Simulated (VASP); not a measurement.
# Si3C2: relaxation of cell and atoms with PBE

Si3C2:

```xyz
5
Lattice="4.0133 0.0000 0.0000 0.0000 4.0133 0.0000 0.0000 0.0000 4.0133" Properties=species:S:1:pos:R:3 pbc="T T T"
Si    2.0066    0.0000    0.0000
Si    0.0000    2.0066    0.0000
Si    0.0000    0.0000    2.0066
C     2.0066    2.0066    2.0066
C     0.0000    0.0000    0.0000
```

The cell was built from a structure type or drawn by symmetry, and may not be a known phase.

```yaml
Program: VASP 6.6.1
Task: relaxation of cell and atoms
Functional: PBE
Potentials_or_basis: VASP PAW PBE potentials, release 64 (Si, C)
Cutoff: 600 eV
k_mesh: 10 × 10 × 10
Occupations: gaussian, width 0.1 eV
Spin: no spin polarisation
Dipole_correction: no
Further_INCAR_settings: ALGO = Normal; EDIFF = 1e-06; IBRION = 2; EDIFFG = -0.01; NSW = 100; ISIF = 3
```

* Relaxed volume: 12.50 Å³/atom
* Relaxed cell: a = 3.968 Å, b = 3.968 Å, c = 3.968 Å, α = 90.00°, β = 90.00°, γ = 90.00°
* Space group after relaxing (to 0.1 Å): Pm-3m (No. 221)
* Energy gained by relaxing: 4.6 meV/atom
* Ionic steps: 3
* Pressure after relaxing: 0.0 GPa
* Band gap on the k mesh: zero (bands 10 and 11 overlap by 3.48 eV)

Step by step:
| step | energy change (eV) | largest force (eV/Å) | pressure (GPa) | volume (Å³) |
| --- | --- | --- | --- | --- |
| 1 | 0.0000 | 0.0000 | -3.35 | 64.64 |
| 2 | -0.0225 | 0.0000 | 0.62 | 62.14 |
| 3 | -0.0231 | 0.0000 | 0.00 | 62.49 |

Final structure:
```
Si C
1.0
     3.96837    0.00000    0.00000
     0.00000    3.96837    0.00000
     0.00000    0.00000    3.96837
Si C
3 2
Cartesian
  1.9842 0.0000 0.0000
  0.0000 1.9842 0.0000
  0.0000 0.0000 1.9842
  1.9842 1.9842 1.9842
  0.0000 0.0000 0.0000
```

Levels at points of the mesh, in eV from the Fermi level:
```tsv
k point	band 8	band 9	band 10	band 11	band 12	band 13
(0.00, 0.00, 0.00)	-1.95	-1.23	-1.23	-1.23	3.24	3.24
(0.50, 0.00, 0.00)	-2.69	-2.69	-0.20	1.76	2.31	2.81
(0.50, 0.50, 0.00)	-2.24	-2.05	-1.15	-0.27	-0.27	3.23
(0.50, 0.50, 0.50)	-5.82	2.26	2.26	2.26	3.45	3.45
```

Wall time 44 s on 1 thread of Intel(R) Xeon(R) Platinum 8488C (Sapphire Rapids) (shared host), peak memory 0.2 GiB.
